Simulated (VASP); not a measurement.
# Mo (P6/mmm) in VASP: notebook, part 2 of 2

VASP 6.6.1. Earlier steps stand in the parts before.

### 4 Single point, PBEsol (strain -0.050 along x and y, -0.025 along z)

INCAR

```
SYSTEM = Mo
PREC     = Accurate       ! precision mode
ENCUT    = 520            ! plane-wave cutoff, eV
EDIFF    = 1E-6           ! SCF threshold, eV
ISMEAR   = 0              ! smearing method
SIGMA    = 0.15           ! smearing width, eV
LREAL    = .False.        ! projectors in reciprocal space
LASPH    = .True.         ! aspherical terms in the spheres
NELM     = 100            ! most SCF steps
ALGO     = Fast           ! electronic algorithm
ISIF     = 2              ! what is computed and relaxed
LWAVE    = .False.        ! write WAVECAR
LCHARG   = .False.        ! write CHGCAR
GGA      = PS             ! functional
NBANDS   = 13             ! bands
```

KPOINTS

```
Automatic mesh
0
Gamma
  24 24 24
  0 0 0
```

POSCAR

```
Mo
1.0
    2.6052186534      0.0000000000      0.0000000000
   -1.3026093267      2.2561855362      0.0000000000
    0.0000000000      0.0000000000      2.4297692985
Mo
1
Direct
    0.0000000000      0.0000000000      0.5000000000
```

Potentials or basis: VASP PAW PBE potentials, release 64 (Mo_sv).

The run is started by

```bash
$ cat potpaw_PBE.64/Mo_sv/POTCAR > POTCAR
$ mpirun -np 1 vasp_std > vasp.out
```

OUTCAR:

```text
SYSTEM = Mo
   PREC = Accurate
   ENCUT = 520
   EDIFF = 1E-6
   ISMEAR = 0
   LREAL = .False.
   LASPH = .True.
   NELM = 100
   ISIF = 2
   GGA = PS

 ion  position               nearest neighbor table
   1  0.000  0.000  0.500-

  LATTYP: Found a hexagonal cell.
 ALAT       =     2.6052186534
 C/A-ratio  =     0.9326546527

  Lattice vectors:

 A1 = (   2.6052186534,   0.0000000000,   0.0000000000)
 A2 = (  -1.3026093267,   2.2561855362,   0.0000000000)
 A3 = (   0.0000000000,   0.0000000000,   2.4297692985)

Analysis of symmetry for initial positions (statically):
=====================================================================
 Subroutine PRICEL returns:
 Original cell was already a primitive cell.

 Routine SETGRP: Setting up the symmetry group for a
 hexagonal supercell.

 Subroutine GETGRP returns: Found 24 space group operations
 (whereof 24 operations were pure point group operations)
 out of a pool of 24 trial point group operations.

The static configuration has the point symmetry D_6h.

Analysis of symmetry for dynamics (positions and initial velocities):
=====================================================================
 Subroutine PRICEL returns:
 Original cell was already a primitive cell.

 Routine SETGRP: Setting up the symmetry group for a
 hexagonal supercell.

 Subroutine GETGRP returns: Found 24 space group operations
 (whereof 24 operations were pure point group operations)
 out of a pool of 24 trial point group operations.

The dynamic configuration has the point symmetry D_6h.

 Subroutine INISYM returns: Found 24 space group operations
 (whereof 24 operations are pure point group operations),
 and found     1 'primitive' translations

----------------------------------------------------------------------------------------

                                     Primitive cell

  volume of cell :      14.2818

  direct lattice vectors                    reciprocal lattice vectors
     2.605218653  0.000000000  0.000000000     0.383844941  0.221612980  0.000000000
    -1.302609327  2.256185536  0.000000000     0.000000000  0.443225960  0.000000000
     0.000000000  0.000000000  2.429769299     0.000000000  0.000000000  0.411561707

  length of vectors
     2.605218653  2.605218653  2.429769299     0.443225960  0.443225960  0.411561707

  position of ions in fractional coordinates (direct lattice)
     0.000000000  0.000000000  0.500000000

  ion indices of the primitive-cell ions
   primitive index   ion index
                 1           1

----------------------------------------------------------------------------------------

 KPOINTS: Automatic mesh

Automatic generation of k-mesh.
 Grid dimensions read from file:
 generate k-points for:   24   24   24

 Generating k-lattice:

  Cartesian coordinates                     Fractional coordinates (reciprocal lattice)
     0.015993539  0.009233874  0.000000000     0.041666667  0.000000000  0.000000000
     0.000000000  0.018467748  0.000000000     0.000000000  0.041666667  0.000000000
     0.000000000  0.000000000  0.017148404     0.000000000  0.000000000  0.041666667

  Length of vectors
     0.018467748  0.018467748  0.017148404

  Shift w.r.t. Gamma in fractional coordinates (k-lattice)
     0.000000000  0.000000000  0.000000000

 Subroutine IBZKPT returns following result:
 ===========================================

 Found    793 irreducible k-points:

 Following reciprocal coordinates:
            Coordinates               Weight
  0.000000  0.000000  0.000000      1.000000
  0.041667  0.000000  0.000000      6.000000
  0.083333  0.000000  0.000000      6.000000
  0.125000  0.000000  0.000000      6.000000
  0.166667  0.000000  0.000000      6.000000
  0.208333  0.000000  0.000000      6.000000
[... 16 lines left out ...]
  0.416667  0.041667  0.000000     12.000000
  0.458333  0.041667  0.000000     12.000000
 [... further k-points ...]
   k-points           NKPTS =    793   k-points in BZ     NKDIM =    793   number of bands    NBANDS=     13
   number of dos      NEDOS =    301   number of ions     NIONS =      1
   total plane-waves  NPLWV =   7200
   dimension x,y,z NGX =    20 NGY =   20 NGZ =   18
   dimension x,y,z NGXF=    40 NGYF=   40 NGZF=   36
   ions per type =               1
   NGX,Y,Z   is equivalent  to a cutoff of  12.76, 12.76, 12.32 a.u.
   NGXF,Y,Z  is equivalent  to a cutoff of  25.53, 25.53, 24.63 a.u.
 SYSTEM =  Mo
   PREC   = accura    normal or accurate (medium, high low for compatibility)
   ISTART =      0    job   : 0-new  1-cont  2-samecut
   ICHARG =      2    charge: 1-file 2-atom 10-const
   ISPIN  =      1    spin polarized calculation?
   LNONCOLLINEAR =      F non collinear calculations
   LSORBIT =      F    spin-orbit coupling
   LASPH  =      T    aspherical Exc in radial PAW
   ENCUT  =  520.0 eV  38.22 Ry    6.18 a.u.   4.84  4.84  4.52*2*pi/ulx,y,z
   NELM   =    100;   NELMIN=  2; NELMDL= -5     # of ELM steps
   EDIFF  = 0.1E-05   stopping-criterion for ELM
   LREAL  =      F    real-space projection
   EDIFFG = 0.1E-04   stopping-criterion for IOM
   NSW    =      0    number of steps for IOM
   IBRION =     -1    ionic relax: 0-MD 1-quasi-New 2-CG
   NFREE  =      0    steps in history (QN), initial steepest desc. (CG)
   ISIF   =      2    stress and relaxation
   ISYM   =      2    0-nonsym 1-usesym 2-fastsym
   POTIM  = 0.5000    time-step for ionic-motion
   TEBEG  =    0.0;   TEEND  =   0.0 temperature during run
   PSTRESS=    0.0 pullay stress
   NELECT =      14.0000    total number of electrons
   NUPDOWN=      -1.0000    fix difference up-down
   EMIN   =  10.00;   EMAX   =-10.00  energy-range for DOS
   EFERMI =   0.00;   METHOD = LEGACY
   ISMEAR =     0;   SIGMA  =   0.15  broadening in eV -4-tet -1-fermi 0-gaus
   EFERMI_NEDOS =   21; number of points for ismear=-14 and -15
   IALGO  =     68    algorithm
   IMIX   =      4    mixing-type and parameters
     AMIX     =   0.40;   BMIX     =  1.00
     AMIX_MAG =   1.60;   BMIX_MAG =  1.00
  volume/ion in A,a.u.               =      14.28        96.38
  Fermi-wavevector in a.u.,A,eV,Ry     =   1.626258  3.073182 35.983542  2.644716
  Thomas-Fermi vector in A             =   2.719247
   LORBIT       =      0    0 simple, 1 ext, 2 COOP (PROOUT), +10 PAW based schemes
   GGA     = PS    functional components
   LHFCALC =     F    Hartree Fock is set to
   AEXX    =    0.0000 exact exchange contribution
   IVDW    =     0    specifies the selected vdW correction
   LEPSILON=     F    determine dielectric tensor
   LRPA    =     F    only Hartree local field effects (RPA)
 non-spin polarized calculation
 RMM-DIIS sequential band-by-band and
 Gauss-broadening in eV      SIGMA  =   0.15
  energy-cutoff  :      520.00
  volume of cell :       14.28
 maximum number of plane-waves:       399
 NGX is ok and might be reduce to    20
   NGX =  9   NGY =  9   NGZ =  9

 number of electron      14.0000003 magnetization

 Free energy of the ion-electron system (eV)
  ---------------------------------------------------
  ext. energy  EPLUGINS =         0.00000000
  ---------------------------------------------------
  free energy    TOTEN  =       -10.65162325 eV

  energy without entropy =      -10.64381241  energy(sigma->0) =      -10.64771783

 E-fermi :  13.8174     XC(G=0): -13.9541

 val. band max:       13.8173177420   @ k =   0.1250   0.0417   0.1667
 cond. band min:      13.8209900652   @ k =   0.2083   0.0833   0.4167
 fundamental gap:      0.0036723233
 Fermi energy:        13.8174054645

 k-point     1 :       0.0000    0.0000    0.0000
  band No.  band energies     occupation
      1     -47.2470      2.00000
      2     -20.1281      2.00000
      3     -20.1281      2.00000
      4     -20.0193      2.00000
      5       6.5611      2.00000
      6       8.6144      2.00000
      7      12.6105      2.00000
      8      12.6105      2.00000
      9      18.8874      0.00000
     10      18.8874      0.00000
     11      26.8260      0.00000
     12      30.9156      0.00000
     13      36.0619      0.00000
[... 353 lines left out ...]
 k-point    24 :       0.4583    0.0417    0.0000
  band No.  band energies     occupation
      1     -46.8483      2.00000
      2     -22.2584      2.00000
      3     -20.6459      2.00000
      4     -19.7679      2.00000
      5       8.0159      2.00000
      6      10.2448      2.00000
      7      14.9388      0.00000
      8      15.1365      0.00000
      9      17.9754      0.00000
     10      19.2964      0.00000
     11      25.9411      0.00000
     12      28.3334      0.00000
     13      31.4271      0.00000

 [... further k-points ...]

------------------------ aborting loop because EDIFF is reached ----------------------------------------

  FORCE on cell =-STRESS in cart. coord.  units (eV):
  Direction    XX          YY          ZZ          XY          YZ          ZX
  --------------------------------------------------------------------------------------
  -------------------------------------------------------------------------------------
  Total        3.8617453      3.8617453      2.6588440      0.0000000     -0.0000000      0.0000000
  in kB      433.2216751    433.2216751    298.2767524      0.0000000     -0.0000000      0.0000000
  external PRESSURE =     388.2400342 kB  Pullay stress =       0.0000000 kB

 VOLUME and BASIS-vectors are now :
 -----------------------------------------------------------------------------
  energy-cutoff  :      520.00
  volume of cell :       14.28
      direct lattice vectors                 reciprocal lattice vectors
     2.605218653  0.000000000  0.000000000     0.383844941  0.221612980  0.000000000
    -1.302609327  2.256185536  0.000000000     0.000000000  0.443225960  0.000000000
     0.000000000  0.000000000  2.429769299     0.000000000  0.000000000  0.411561707

 POSITION                                       TOTAL-FORCE (eV/Angst)
 -----------------------------------------------------------------------------------
      0.00000      0.00000      1.21488        -0.000000      0.000000      0.000000
 -----------------------------------------------------------------------------------
    total drift:                               -0.000000      0.000000      0.000000

  FREE ENERGIE OF THE ION-ELECTRON SYSTEM (eV)
  ---------------------------------------------------
  free  energy   TOTEN  =       -10.6516232490 eV

  energy  without entropy=      -10.6438124137  energy(sigma->0) =      -10.64771783
```

Run time: 45 s. Hardware: 1 thread of Intel Xeon 6975P-C (Granite Rapids), shared host; peak memory 0.23 GiB.

Results:

```yaml
Free_energy: -10.6516 eV
Pressure: 38.8 GPa
Band_gap_on_the_k_mesh: zero (band 7 reaches 14.96 eV, above the bottom of band 8 at 12.61 eV)
```

Stress tensor (GPa, compression positive):
```
43.32  0.00  0.00
 0.00 43.32  0.00
 0.00  0.00 29.83
```

Caveat: the cell differs from its parent crystal (strain -0.050 along x and y, -0.025 along z); the PAW data sets were made with another functional, which shifts forces and pressure a little.

### 5 Single point, PBEsol (strain -0.050 along x and y, +0.000 along z)

INCAR

```
ALGO = Fast ; EDIFF = 1E-7
ENCUT = 520 ; GGA = PS
ISIF = 2 ; ISMEAR = 0
LASPH = True ; LCHARG = False
LREAL = False ; LWAVE = False
NBANDS = 13 ; NELM = 100
PREC = Accurate ; SIGMA = 0.15
```

KPOINTS

```
k-points
0
Gamma
  24 24 24
```

Edit POSCAR of step 4 so:

```diff
@@ -4,3 +4,3 @@
    -1.3026093267      2.2561855362      0.0000000000
-    0.0000000000      0.0000000000      2.4297692985
+    0.0000000000      0.0000000000      2.4920710754
 Mo
```

The run is started by

```bash
$ cat potpaw_PBE.64/Mo_sv/POTCAR > POTCAR
$ mpirun -np 1 vasp_std > vasp.out
```

Wall time 51 s (1 thread of Intel Xeon 6975P-C (Granite Rapids), shared host); peak memory 0.24 GiB.

The run converged. Its results:

```
Free energy            : -10.7006 eV
Pressure               : 30.3 GPa
Band gap on the k mesh : zero (band 7 reaches 14.44 eV, above the bottom of band 8 at 12.29 eV)
```

Stress tensor (GPa, compression positive):
```
38.51  0.00  0.00
 0.00 38.51  0.00
 0.00  0.00 13.91
```

Levels at points of the mesh, in eV from the Fermi level:
| k point | band 3 | band 4 | band 5 | band 6 | band 7 | band 8 | band 9 | band 10 | band 11 | band 12 |
| --- | --- | --- | --- | --- | --- | --- | --- | --- | --- | --- |
| (0.00, 0.00, 0.00) | -33.99 | -33.99 | -7.25 | -5.07 | -1.17 | -1.17 | 4.74 | 4.74 | 13.13 | 16.12 |
| (0.50, 0.00, 0.00) | -34.48 | -33.84 | -5.83 | -3.39 | 0.62 | 1.47 | 3.85 | 5.38 | 12.03 | 14.67 |
| (0.00, 0.00, 0.50) | -33.79 | -33.79 | -4.19 | -0.30 | -0.30 | -0.09 | 1.12 | 1.12 | 11.18 | 16.20 |
| (0.50, 0.00, 0.50) | -35.79 | -34.26 | -6.39 | -4.25 | -0.46 | 5.75 | 6.63 | 6.95 | 8.40 | 17.25 |

Caveat: the cell differs from its parent crystal (strain -0.050 along x and y, +0.000 along z); the PAW data sets were made with another functional, which shifts forces and pressure a little.

### 6 Single point, PBEsol (strain -0.025 along x and y, -0.050 along z)

INCAR

```
ALGO     = Fast           # electronic algorithm
EDIFF    = 1E-6           # SCF threshold, eV
ENCUT    = 520            # plane-wave cutoff, eV
GGA      = PS             # functional
ISIF     = 2              # what is computed and relaxed
ISMEAR   = 0              # smearing method
LASPH    = True           # aspherical terms in the spheres
LCHARG   = False          # write CHGCAR
LREAL    = False          # projectors in reciprocal space
LWAVE    = False          # write WAVECAR
NBANDS   = 13             # bands
NELM     = 100            # most SCF steps
PREC     = Accurate       # precision mode
SIGMA    = 0.15           # smearing width, eV
```

KPOINTS is that of step 5.

POSCAR

```
Mo
1.0
    2.6737770390      0.0000000000      0.0000000000
   -1.3368885195      2.3155588398      0.0000000000
    0.0000000000      0.0000000000      2.3674675216
Mo
1
Direct
    0.0000000000      0.0000000000      0.5000000000
```

Potentials or basis: VASP PAW PBE potentials, release 64 (Mo_sv).

The run is started by

```bash
$ cat potpaw_PBE.64/Mo_sv/POTCAR > POTCAR
$ mpirun -np 1 vasp_std > vasp.out
```

OUTCAR:

```text
EDIFF = 1E-6
   ENCUT = 520
   GGA = PS
   ISIF = 2
   ISMEAR = 0
   LASPH = True
   LREAL = False
   NELM = 100
   PREC = Accurate

 ion  position               nearest neighbor table
   1  0.000  0.000  0.500-

  LATTYP: Found a hexagonal cell.
 ALAT       =     2.6737770390
 C/A-ratio  =     0.8854393942

  Lattice vectors:

 A1 = (   2.6737770390,   0.0000000000,   0.0000000000)
 A2 = (  -1.3368885195,   2.3155588398,   0.0000000000)
 A3 = (   0.0000000000,   0.0000000000,   2.3674675216)

Analysis of symmetry for initial positions (statically):
=====================================================================
 Subroutine PRICEL returns:
 Original cell was already a primitive cell.

 Routine SETGRP: Setting up the symmetry group for a
 hexagonal supercell.

 Subroutine GETGRP returns: Found 24 space group operations
 (whereof 24 operations were pure point group operations)
 out of a pool of 24 trial point group operations.

The static configuration has the point symmetry D_6h.

Analysis of symmetry for dynamics (positions and initial velocities):
[... 161 lines left out ...]
 val. band max:       13.2267357247   @ k =   0.0417  -0.0000   0.3750
 cond. band min:      13.2281935292   @ k =   0.2083   0.0833   0.4167
 fundamental gap:      0.0014578045
 Fermi energy:        13.2270903055

 k-point     1 :       0.0000    0.0000    0.0000
  band No.  band energies     occupation
      1     -47.7053      2.00000
      2     -20.7918      2.00000
      3     -20.7918      2.00000
      4     -20.2095      2.00000
      5       6.1693      2.00000
      6       8.2272      2.00000
      7      12.1036      2.00000
      8      12.1036      2.00000
      9      18.5148      0.00000
     10      18.5148      0.00000
     11      25.9720      0.00000
     12      31.6961      0.00000
     13      34.6606      0.00000
[... 354 lines left out ...]
  band No.  band energies     occupation
      1     -47.4044      2.00000
      2     -22.5192      2.00000
      3     -21.2122      2.00000
      4     -20.0257      2.00000
      5       7.7836      2.00000
      6       9.5329      2.00000
      7      14.3202      0.00000
      8      15.2994      0.00000
      9      17.7723      0.00000
     10      18.2162      0.00000
     11      24.5199      0.00000
     12      27.1073      0.00000
     13      31.3769      0.00000

 [... further k-points ...]
[... 5 lines left out ...]
  --------------------------------------------------------------------------------------
  -------------------------------------------------------------------------------------
  Total        2.3438594      2.3438594      3.6435708     -0.0000000     -0.0000000      0.0000000
  in kB      256.1988025    256.1988025    398.2655577     -0.0000000     -0.0000000      0.0000000
  external PRESSURE =     303.5543875 kB  Pullay stress =       0.0000000 kB

 VOLUME and BASIS-vectors are now :
 -----------------------------------------------------------------------------
  energy-cutoff  :      520.00
  volume of cell :       14.66
      direct lattice vectors                 reciprocal lattice vectors
     2.673777039  0.000000000  0.000000000     0.374002763  0.215930596  0.000000000
    -1.336888519  2.315558840  0.000000000     0.000000000  0.431861192  0.000000000
     0.000000000  0.000000000  2.367467522     0.000000000  0.000000000  0.422392278

 POSITION                                       TOTAL-FORCE (eV/Angst)
 -----------------------------------------------------------------------------------
      0.00000      0.00000      1.18373         0.000000      0.000000      0.000000
 -----------------------------------------------------------------------------------
    total drift:                               -0.000000      0.000000      0.000000

  FREE ENERGIE OF THE ION-ELECTRON SYSTEM (eV)
  ---------------------------------------------------
  free  energy   TOTEN  =       -10.7282782195 eV

  energy  without entropy=      -10.7184193019  energy(sigma->0) =      -10.72334876
```

Run time: 44 s. Hardware: 1 thread of Intel Xeon 6975P-C (Granite Rapids), shared host; peak memory 0.24 GiB.

What came out:

```
Free energy            : -10.7283 eV
Pressure               : 30.4 GPa
Band gap on the k mesh : zero (band 7 reaches 14.51 eV, above the bottom of band 8 at 12.10 eV)
```

Caveat: the cell differs from its parent crystal (strain -0.025 along x and y, -0.050 along z); the PAW data sets were made with another functional, which shifts forces and pressure a little.

### 7 Summary

```tsv
cell	further INCAR settings	gap on the mesh (eV)	pressure (GPa)
a = 2.811, b = 2.811, c = 2.617 Å, angles 90.0, 90.0, 120.0°, 1 atom	ALGO = Fast; EDIFF = 1e-06; NBANDS = 13	none	-17.5
a = 2.605, b = 2.605, c = 2.367 Å, angles 90.0, 90.0, 120.0°, 1 atom	ALGO = Fast; EDIFF = 1e-06; NBANDS = 13	none	49.2
a = 2.605, b = 2.605, c = 2.430 Å, angles 90.0, 90.0, 120.0°, 1 atom	ALGO = Fast; EDIFF = 1e-06; NBANDS = 13	none	38.8
a = 2.605, b = 2.605, c = 2.492 Å, angles 90.0, 90.0, 120.0°, 1 atom	ALGO = Fast; EDIFF = 1e-07; NBANDS = 13	none	30.3
a = 2.674, b = 2.674, c = 2.367 Å, angles 90.0, 90.0, 120.0°, 1 atom	ALGO = Fast; EDIFF = 1e-06; NBANDS = 13	none	30.4
```

Alike in all rows: task single point; level PBEsol; potentials or basis VASP PAW PBE potentials, release 64 (Mo_sv); no spin polarisation; k mesh 24 × 24 × 24; cutoff (eV) 520; smearing gaussian 0.15 eV.

Caveats: the PAW data sets were made with another functional, which shifts forces and pressure a little.

Absolute energies hang on the potentials; compare differences alone.
